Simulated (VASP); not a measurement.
**Si16O (a cell with a defect): single point with PBE**

Si16O (a cell with a defect):

```
Si O
1.0
     0.00000    5.43000    5.43000
     5.43000    0.00000    5.43000
     5.43000    5.43000    0.00000
Si O
16 1
Direct
  0.00207 0.98486 0.01650
  0.12432 0.12560 0.12776
  0.99662 0.00027 0.50271
  0.15315 0.07501 0.64295
  0.00210 0.50012 0.99682
  0.12705 0.60934 0.13669
  0.03921 0.44653 0.50974
  0.12373 0.62469 0.62209
  0.49836 0.01591 0.98873
  0.62614 0.12882 0.12165
  0.50957 0.04746 0.48706
  0.62149 0.17791 0.61559
  0.50043 0.49822 0.00164
  0.62794 0.64045 0.10796
  0.49513 0.54950 0.48150
  0.66826 0.57780 0.63640
  0.69045 0.81218 0.56041
```

```json
{
 "Program": "VASP 6.6.1",
 "Task": "single point",
 "Functional": "PBE",
 "Potentials or basis": "VASP PAW PBE potentials, release 64 (Si, O)",
 "Cutoff": "520 eV",
 "k mesh": "2 × 2 × 2",
 "Occupations": "fermi-dirac, width 0.02 eV",
 "Spin": "collinear spin, ferromagnetic start",
 "Starting moments": "[0.0, 0.0, 0.0, 0.0, 0.0, 0.0, 0.0, 0.0, 0.0, 0.0, 0.0, 0.0, 0.0, 0.0, 0.0, 0.0, 1.0] μB",
 "Dipole correction": "no",
 "Further INCAR settings": "LREAL = Auto; ALGO = Normal; EDIFF = 1e-07; NBANDS = 53"
}
```

| Quantity | Value |
| --- | --- |
| Pressure | 4.4 GPa |
| Largest force | 0.067 eV/Å |
| Band gap on the k mesh | 0.49 eV |
| Net moment | 0.00 μB per cell |
| Valence electrons inside the program's atomic spheres | Si 1.69, 1.70, 1.68, 1.71, 1.72 (each value once); O 5.17 |

Forces in eV/Å, atoms in the order of the input:
```
Si   0.004  0.003  0.001
Si  -0.003  0.000 -0.008
Si   0.004 -0.014  0.004
Si  -0.004 -0.006 -0.006
Si   0.004  0.010 -0.008
Si  -0.001 -0.004  0.008
Si  -0.018  0.011 -0.003
Si  -0.005 -0.002 -0.004
Si   0.001  0.001  0.011
Si   0.003 -0.005 -0.007
Si   0.038 -0.052  0.015
Si   0.012 -0.008  0.004
Si  -0.006  0.008  0.001
Si  -0.002 -0.008  0.003
Si  -0.008  0.008 -0.005
Si  -0.029  0.026 -0.050
O    0.009  0.032  0.042
```

Stress tensor (GPa, compression positive):
```
 4.58 -1.17  1.15
-1.17  4.28 -1.51
 1.15 -1.51  4.26
```

Levels at points of the mesh, in eV from the valence-band top:
Spin up:
| k point | band 32 | band 33 | band 34 | band 35 | band 36 | band 37 | band 38 | band 39 |
| --- | --- | --- | --- | --- | --- | --- | --- | --- |
| (0.00, 0.00, 0.00) | -0.92 | -0.32 | -0.06 | 0.00 | 0.49 | 0.79 | 0.82 | 0.99 |
| (0.50, 0.00, 0.00) | -1.21 | -0.80 | -0.62 | -0.54 | 1.32 | 1.43 | 1.59 | 1.71 |
| (0.00, 0.50, 0.00) | -0.74 | -0.67 | -0.65 | -0.06 | 1.16 | 1.46 | 1.55 | 1.56 |
| (0.00, 0.00, 0.50) | -1.22 | -0.75 | -0.63 | -0.56 | 1.21 | 1.47 | 1.61 | 1.67 |
| (0.50, 0.50, 0.50) | -1.22 | -0.79 | -0.61 | -0.55 | 1.32 | 1.43 | 1.60 | 1.71 |
| (0.50, 0.50, 0.00) | -1.43 | -1.26 | -1.18 | -0.48 | 1.27 | 1.47 | 2.33 | 2.40 |
| (0.00, 0.50, 0.50) | -1.36 | -1.33 | -1.02 | -0.93 | 1.42 | 1.48 | 2.31 | 2.41 |
| (0.50, 0.00, 0.50) | -1.43 | -1.26 | -1.18 | -0.50 | 1.28 | 1.47 | 2.34 | 2.41 |
Spin down:
| k point | band 31 | band 32 | band 33 | band 34 | band 35 | band 36 | band 37 | band 38 | band 39 | band 40 |
| --- | --- | --- | --- | --- | --- | --- | --- | --- | --- | --- |
| (0.00, 0.00, 0.00) | -0.96 | -0.92 | -0.32 | -0.06 | 0.00 | 0.49 | 0.79 | 0.82 | 0.99 | 1.18 |
| (0.50, 0.00, 0.00) | -1.44 | -1.21 | -0.80 | -0.62 | -0.54 | 1.32 | 1.43 | 1.59 | 1.71 | 1.80 |
| (0.00, 0.50, 0.00) | -1.41 | -0.74 | -0.67 | -0.65 | -0.06 | 1.16 | 1.46 | 1.55 | 1.56 | 1.72 |
| (0.00, 0.00, 0.50) | -1.47 | -1.22 | -0.75 | -0.63 | -0.56 | 1.21 | 1.47 | 1.61 | 1.67 | 1.73 |
| (0.50, 0.50, 0.50) | -1.44 | -1.22 | -0.79 | -0.61 | -0.55 | 1.32 | 1.43 | 1.60 | 1.71 | 1.79 |
| (0.50, 0.50, 0.00) | -1.50 | -1.43 | -1.26 | -1.18 | -0.48 | 1.27 | 1.47 | 2.33 | 2.40 | 2.51 |
| (0.00, 0.50, 0.50) | -1.44 | -1.36 | -1.33 | -1.02 | -0.93 | 1.42 | 1.48 | 2.31 | 2.41 | 2.55 |
| (0.50, 0.00, 0.50) | -1.50 | -1.43 | -1.26 | -1.18 | -0.50 | 1.28 | 1.47 | 2.34 | 2.41 | 2.51 |

Wall time 8 min on 1 thread of Intel(R) Xeon(R) Platinum 8488C (Sapphire Rapids), with other jobs on the host, peak memory 0.72 GiB.

Caveat: the k points lie up to 0.50 Å⁻¹ apart; semilocal functionals underestimate gaps, and a narrow one can read as zero.
